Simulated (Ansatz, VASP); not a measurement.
# One calculation of Mg, two programs

```xyz
2
Lattice="3.3879 0.0000 0.0000 -1.6940 2.9340 0.0000 0.0000 0.0000 4.6753" Properties=species:S:1:pos:R:3 pbc="T T T"
Mg    0.0000    1.9560    1.1688
Mg    1.6940    0.9780    3.5065
```

Alike in both runs: task single point; functional PBEsol; k mesh 18 × 18 × 10; occupations gaussian, width 0.15 eV; no spin polarisation.

|  | VASP | Ansatz |
| --- | --- | --- |
| version | VASP 6.6.1 | Ansatz 0.2.0 |
| potentials or method | VASP PAW PBE potentials, release 64 (Mg), cutoff 520 eV | scalar-relativistic, plane waves, PAW |
| valence electrons in the cell | 4 | 20 |

Ansatz gave:

| Quantity | Value |
| --- | --- |
| gap on the k mesh at the Fermi level (eV) | none |
| pressure (GPa) | -0.2 |
| traceless stress, the component that is largest in VASP (GPa) | 4.70 |

Question: What did VASP give for the same quantities?

Answer: gap on the k mesh at the Fermi level (eV): none; pressure (GPa): -0.3; traceless stress, the component that is largest in VASP (GPa): 4.72.

VASP's potentials were made for PBE, not for PBEsol. A gap of «none» marks a metal or a gap that the smearing closes. The functional is the same, so the differences come from potentials, cutoffs and numerics. VASP's potentials hold 4 valence electrons a cell and Ansatz's 20, so a difference there can come from the potentials and not from the codes.
